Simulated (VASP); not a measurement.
# GaSb (I-4m2) in VASP: notebook

The runs below take GaSb through single point, with PBE.

Everything below comes from runs of VASP 6.6.1. Logs are shortened: lines on timing, memory, paths and dates and some standing lists are left out, and cuts for length are marked.

## Step 1: The cell of the first run

It takes space group I-4m2 (No. 119, tetragonal). Conventional cell: a = 4.659 Å, b = 4.659 Å, c = 5.878 Å, α = 90.00°, β = 90.00°, γ = 90.00°. Within 3.6 Å of Ga (site symmetry -4m2) lie 4 Sb at 2.75 Å. Within 3.6 Å of Sb (site symmetry -4m2) lie 4 Ga at 2.75 Å.

## Step 2: Single point, PBE (biaxial strain in the a-b plane: +6.0 %, then relaxed in part)

Input file INCAR:

```
  ALGO = Normal
  EDIFF = 1E-7
  ENCUT = 520
  GGA = PE
  ISIF = 2
  ISMEAR = 0
  LASPH = T
  LCHARG = F
  LREAL = F
  LWAVE = F
  NBANDS = 26
  NELM = 100
  PREC = Accurate
  SIGMA = 0.1
```

Input file KPOINTS:

```
k-points
0
Gamma
  10 10 8
```

Input file POSCAR:

```
GaSb
1.0
    3.2942082256      3.2942082256      0.0000000000
   -3.2942082256      3.2942082256      0.0000000000
    0.0000000000      0.0000000000      5.8783049604
Ga Sb
2 2
Direct
    0.0000000000      0.0000000000      0.0000000000
    0.5000000000      0.5000000000      0.5000000000
    0.5000000000      0.0000000000      0.2500000000
    0.0000000000      0.5000000000      0.7500000000
```

Potentials or basis: VASP PAW PBE potentials, release 64 (Ga_d, Sb).

Run with:

```console
$ cat potpaw_PBE.64/Ga_d/POTCAR potpaw_PBE.64/Sb/POTCAR > POTCAR
$ mpirun -np 1 vasp_std > vasp.out
```

OUTCAR:

```text
EDIFF = 1E-7
   ENCUT = 520
   GGA = PE
   ISIF = 2
   ISMEAR = 0
   LASPH = T
   LREAL = F
   NELM = 100
   PREC = Accurate

 ion  position               nearest neighbor table
   1  0.000  0.000  0.000-   3 2.75   4 2.75   4 2.75   3 2.75
   2  0.500  0.500  0.500-   3 2.75   4 2.75   3 2.75   4 2.75
   3  0.500  0.000  0.250-   1 2.75   2 2.75   2 2.75   1 2.75
   4  0.000  0.500  0.750-   1 2.75   2 2.75   1 2.75   2 2.75

  LATTYP: Found a simple tetragonal cell.
 ALAT       =     4.6587139499
 C/A-ratio  =     1.2617870562

  Lattice vectors:

 A1 = (   3.2942082256,   3.2942082256,   0.0000000000)
 A2 = (  -3.2942082256,   3.2942082256,   0.0000000000)
 A3 = (   0.0000000000,   0.0000000000,   5.8783049604)

Analysis of symmetry for initial positions (statically):
=====================================================================
 Subroutine PRICEL returns following result:

  LATTYP: Found a body centered tetragonal cell.
 ALAT       =     4.6587139499
 C/A-ratio  =     1.2617870562

  Lattice vectors:

 A1 = (   0.0000000000,  -3.2942082256,  -2.9391524802)
 A2 = (   0.0000000000,   3.2942082256,  -2.9391524802)
 A3 = (   3.2942082256,   0.0000000000,   2.9391524802)

   2 primitive cells build up your supercell.

 Routine SETGRP: Setting up the symmetry group for a
 simple tetragonal supercell.

 Subroutine GETGRP returns: Found  8 space group operations
 (whereof  8 operations were pure point group operations)
 out of a pool of 16 trial point group operations.

The static configuration has the point symmetry D_2d.

Analysis of symmetry for dynamics (positions and initial velocities):
=====================================================================
 Subroutine PRICEL returns following result:

  LATTYP: Found a body centered tetragonal cell.
 ALAT       =     4.6587139499
 C/A-ratio  =     1.2617870562

  Lattice vectors:

 A1 = (   0.0000000000,  -3.2942082256,  -2.9391524802)
 A2 = (   0.0000000000,   3.2942082256,  -2.9391524802)
 A3 = (   3.2942082256,   0.0000000000,   2.9391524802)

   2 primitive cells build up your supercell.

 Routine SETGRP: Setting up the symmetry group for a
 simple tetragonal supercell.

 Subroutine GETGRP returns: Found  8 space group operations
 (whereof  8 operations were pure point group operations)
 out of a pool of 16 trial point group operations.

The dynamic configuration has the point symmetry D_2d.

 Subroutine INISYM returns: Found  8 space group operations
 (whereof  8 operations are pure point group operations),
 and found     2 'primitive' translations

----------------------------------------------------------------------------------------

                                     Primitive cell

  volume of cell :      63.7902

  direct lattice vectors                    reciprocal lattice vectors
     0.000000000 -3.294208226 -2.939152480     0.151781541 -0.151781541 -0.170117067
     0.000000000  3.294208226 -2.939152480     0.151781541  0.151781541 -0.170117067
     3.294208226  0.000000000  2.939152480     0.303563081  0.000000000  0.000000000

  length of vectors
     4.414796160  4.414796160  4.414796160     0.273888826  0.273888826  0.303563081

  position of ions in fractional coordinates (direct lattice)
     0.000000000  0.000000000  0.000000000
     0.750000000  0.250000000  0.500000000

  ion indices of the primitive-cell ions
   primitive index   ion index
                 1           1
                 2           3

----------------------------------------------------------------------------------------

 KPOINTS: k-points

Automatic generation of k-mesh.
 Grid dimensions read from file:
 generate k-points for:   10   10    8

 Generating k-lattice:

  Cartesian coordinates                     Fractional coordinates (reciprocal lattice)
     0.015178154  0.015178154  0.000000000     0.100000000  0.000000000  0.000000000
    -0.015178154  0.015178154  0.000000000     0.000000000  0.100000000  0.000000000
     0.000000000  0.000000000  0.021264633     0.000000000  0.000000000  0.125000000

  Length of vectors
     0.021465151  0.021465151  0.021264633

  Shift w.r.t. Gamma in fractional coordinates (k-lattice)
     0.000000000  0.000000000  0.000000000

 Subroutine IBZKPT returns following result:
 ===========================================

 Found    105 irreducible k-points:

 Following reciprocal coordinates:
            Coordinates               Weight
  0.000000  0.000000  0.000000      1.000000
  0.100000  0.000000  0.000000      4.000000
  0.200000  0.000000  0.000000      4.000000
  0.300000  0.000000  0.000000      4.000000
  0.400000  0.000000  0.000000      4.000000
  0.500000  0.000000  0.000000      2.000000
[... 16 lines left out ...]
  0.100000  0.000000  0.125000      8.000000
  0.200000  0.000000  0.125000      8.000000
 [... further k-points ...]
   k-points           NKPTS =    105   k-points in BZ     NKDIM =    105   number of bands    NBANDS=     26
   number of dos      NEDOS =    301   number of ions     NIONS =      4
   total plane-waves  NPLWV =  62208
   dimension x,y,z NGX =    36 NGY =   36 NGZ =   48
   dimension x,y,z NGXF=    72 NGYF=   72 NGZF=   96
   ions per type =               2   2
   NGX,Y,Z   is equivalent  to a cutoff of  12.85, 12.85, 13.58 a.u.
   NGXF,Y,Z  is equivalent  to a cutoff of  25.69, 25.69, 27.15 a.u.
 SYSTEM =  unknown system
   PREC   = accura    normal or accurate (medium, high low for compatibility)
   ISTART =      0    job   : 0-new  1-cont  2-samecut
   ICHARG =      2    charge: 1-file 2-atom 10-const
   ISPIN  =      1    spin polarized calculation?
   LNONCOLLINEAR =      F non collinear calculations
   LSORBIT =      F    spin-orbit coupling
   LASPH  =      T    aspherical Exc in radial PAW
   ENCUT  =  520.0 eV  38.22 Ry    6.18 a.u.   8.66  8.66 10.93*2*pi/ulx,y,z
   NELM   =    100;   NELMIN=  2; NELMDL= -5     # of ELM steps
   EDIFF  = 0.1E-06   stopping-criterion for ELM
   LREAL  =      F    real-space projection
   EDIFFG = 0.1E-05   stopping-criterion for IOM
   NSW    =      0    number of steps for IOM
   IBRION =     -1    ionic relax: 0-MD 1-quasi-New 2-CG
   NFREE  =      0    steps in history (QN), initial steepest desc. (CG)
   ISIF   =      2    stress and relaxation
   ISYM   =      2    0-nonsym 1-usesym 2-fastsym
   POTIM  = 0.5000    time-step for ionic-motion
   TEBEG  =    0.0;   TEEND  =   0.0 temperature during run
   PSTRESS=    0.0 pullay stress
   NELECT =      36.0000    total number of electrons
   NUPDOWN=      -1.0000    fix difference up-down
   EMIN   =  10.00;   EMAX   =-10.00  energy-range for DOS
   EFERMI =   0.00;   METHOD = LEGACY
   ISMEAR =     0;   SIGMA  =   0.10  broadening in eV -4-tet -1-fermi 0-gaus
   EFERMI_NEDOS =   21; number of points for ismear=-14 and -15
   IALGO  =     38    algorithm
   IMIX   =      4    mixing-type and parameters
     AMIX     =   0.40;   BMIX     =  1.00
     AMIX_MAG =   1.60;   BMIX_MAG =  1.00
  volume/ion in A,a.u.               =      31.90       215.24
  Fermi-wavevector in a.u.,A,eV,Ry     =   1.073777  2.029145 15.687489  1.152998
  Thomas-Fermi vector in A             =   2.209587
   LORBIT       =      0    0 simple, 1 ext, 2 COOP (PROOUT), +10 PAW based schemes
   GGA     = PE    functional components
   LHFCALC =     F    Hartree Fock is set to
   AEXX    =    0.0000 exact exchange contribution
   IVDW    =     0    specifies the selected vdW correction
   LEPSILON=     F    determine dielectric tensor
   LRPA    =     F    only Hartree local field effects (RPA)
 non-spin polarized calculation
 Gauss-broadening in eV      SIGMA  =   0.10
  energy-cutoff  :      520.00
  volume of cell :      127.58
 maximum number of plane-waves:      3470
 NGX is ok and might be reduce to    36
   NGX = 17   NGY = 17   NGZ = 21

 number of electron      35.9999990 magnetization

 Free energy of the ion-electron system (eV)
  ---------------------------------------------------
  ext. energy  EPLUGINS =         0.00000000
  ---------------------------------------------------
  free energy    TOTEN  =       -14.57086984 eV

  energy without entropy =      -14.56975156  energy(sigma->0) =      -14.57031070

 E-fermi :   3.9270     XC(G=0):  -8.6408

 val. band max:        3.9193547874   @ k =   0.1000   0.0000   0.0000
 cond. band min:       4.0254462380   @ k =   0.4000   0.0000   0.3750
 fundamental gap:      0.1060914506
 Fermi energy:         3.9270104316

 k-point     1 :       0.0000    0.0000    0.0000
  band No.  band energies     occupation
      1     -11.0535      2.00000
      2     -11.0348      2.00000
      3     -11.0348      2.00000
      4     -11.0178      2.00000
      5     -11.0178      2.00000
      6     -11.0178      2.00000
[... 18 lines left out ...]
     25       9.5489      0.00000
     26      11.3889      0.00000

 k-point     2 :       0.1000    0.0000    0.0000
  band No.  band energies     occupation
      1     -11.0530      2.00000
      2     -11.0357      2.00000
      3     -11.0344      2.00000
      4     -11.0182      2.00000
      5     -11.0182      2.00000
      6     -11.0173      2.00000
[... 18 lines left out ...]
     25       9.8781      0.00000
     26      10.9873      0.00000

 k-point     3 :       0.2000    0.0000    0.0000
  band No.  band energies     occupation
      1     -11.0516      2.00000
      2     -11.0380      2.00000
      3     -11.0331      2.00000
      4     -11.0193      2.00000
      5     -11.0186      2.00000
      6     -11.0164      2.00000
[... 18 lines left out ...]
     25      10.4532      0.00000
     26      10.5254      0.00000

 k-point     4 :       0.3000    0.0000    0.0000
  band No.  band energies     occupation
      1     -11.0499      2.00000
      2     -11.0410      2.00000
      3     -11.0311      2.00000
      4     -11.0211      2.00000
      5     -11.0185      2.00000
      6     -11.0158      2.00000
[... 18 lines left out ...]
     25       9.6919      0.00000
     26       9.8440      0.00000

 k-point     5 :       0.4000    0.0000    0.0000
  band No.  band energies     occupation
      1     -11.0482      2.00000
      2     -11.0439      2.00000
      3     -11.0287      2.00000
      4     -11.0234      2.00000
      5     -11.0179      2.00000
      6     -11.0161      2.00000
[... 18 lines left out ...]
     25       9.0535      0.00000
     26       9.3097      0.00000

 k-point     6 :       0.5000    0.0000    0.0000
  band No.  band energies     occupation
      1     -11.0463      2.00000
      2     -11.0463      2.00000
      3     -11.0260      2.00000
      4     -11.0260      2.00000
      5     -11.0169      2.00000
      6     -11.0169      2.00000
[... 427 lines left out ...]
 k-point    21 :       0.5000    0.5000    0.0000
  band No.  band energies     occupation
      1     -11.0599      2.00000
      2     -11.0599      2.00000
      3     -11.0148      2.00000
      4     -11.0148      2.00000
      5     -11.0077      2.00000
      6     -11.0077      2.00000
[... 18 lines left out ...]
     25      11.3920      0.00000
     26      11.3920      0.00000

 k-point    22 :       0.0000    0.0000    0.1250
  band No.  band energies     occupation
      1     -11.0523      2.00000
      2     -11.0342      2.00000
      3     -11.0342      2.00000
      4     -11.0192      2.00000
      5     -11.0185      2.00000
      6     -11.0185      2.00000
[... 18 lines left out ...]
     25       9.8998      0.00000
     26      11.4746      0.00000

 k-point    23 :       0.1000    0.0000    0.1250
  band No.  band energies     occupation
      1     -11.0518      2.00000
      2     -11.0352      2.00000
      3     -11.0338      2.00000
      4     -11.0188      2.00000
      5     -11.0187      2.00000
      6     -11.0186      2.00000
[... 18 lines left out ...]
     25      10.1634      0.00000
     26      10.8150      0.00000

 k-point    24 :       0.2000    0.0000    0.1250
  band No.  band energies     occupation
      1     -11.0506      2.00000
      2     -11.0378      2.00000
      3     -11.0326      2.00000
      4     -11.0199      2.00000
      5     -11.0189      2.00000
      6     -11.0173      2.00000
[... 18 lines left out ...]
     25       9.9096      0.00000
     26      10.3134      0.00000

 [... further k-points ...]

------------------------ aborting loop because EDIFF is reached ----------------------------------------

  FORCE on cell =-STRESS in cart. coord.  units (eV):
  Direction    XX          YY          ZZ          XY          YZ          ZX
  --------------------------------------------------------------------------------------
  -------------------------------------------------------------------------------------
  Total       -2.8401313     -2.8401313      0.0415134      0.0000000     -0.0000000      0.0000000
  in kB      -35.6668539    -35.6668539      0.5213327      0.0000000     -0.0000000      0.0000000
  external PRESSURE =     -23.6041251 kB  Pullay stress =       0.0000000 kB

 VOLUME and BASIS-vectors are now :
 -----------------------------------------------------------------------------
  energy-cutoff  :      520.00
  volume of cell :      127.58
      direct lattice vectors                 reciprocal lattice vectors
     3.294208226  3.294208226  0.000000000     0.151781541  0.151781541  0.000000000
    -3.294208226  3.294208226  0.000000000    -0.151781541  0.151781541  0.000000000
     0.000000000  0.000000000  5.878304960     0.000000000  0.000000000  0.170117067

 POSITION                                       TOTAL-FORCE (eV/Angst)
 -----------------------------------------------------------------------------------
      0.00000      0.00000      0.00000        -0.000000     -0.000000     -0.000000
      0.00000      3.29421      2.93915        -0.000000     -0.000000      0.000000
      1.64710      1.64710      1.46958         0.000000      0.000000     -0.000000
     -1.64710      1.64710      4.40873         0.000000      0.000000     -0.000000
 -----------------------------------------------------------------------------------
    total drift:                               -0.000000      0.000000      0.000000

  FREE ENERGIE OF THE ION-ELECTRON SYSTEM (eV)
  ---------------------------------------------------
  free  energy   TOTEN  =       -14.5708698422 eV

  energy  without entropy=      -14.5697515610  energy(sigma->0) =      -14.57031070
```

Wall time 1.8 min (1 thread of Intel Xeon 6975P-C (Granite Rapids), shared host); peak memory 0.45 GiB.

What came out:

```
Free energy            : -14.5709 eV
Pressure               : -2.4 GPa
Band gap on the k mesh : zero (filled and empty bands touch)
```

Caveat: the cell differs from its parent crystal (biaxial strain in the a-b plane: +6.0 %, then relaxed in part); spin-orbit coupling is left out, which moves the levels of the heavy elements.

(Part 1 of 2 ends here.)
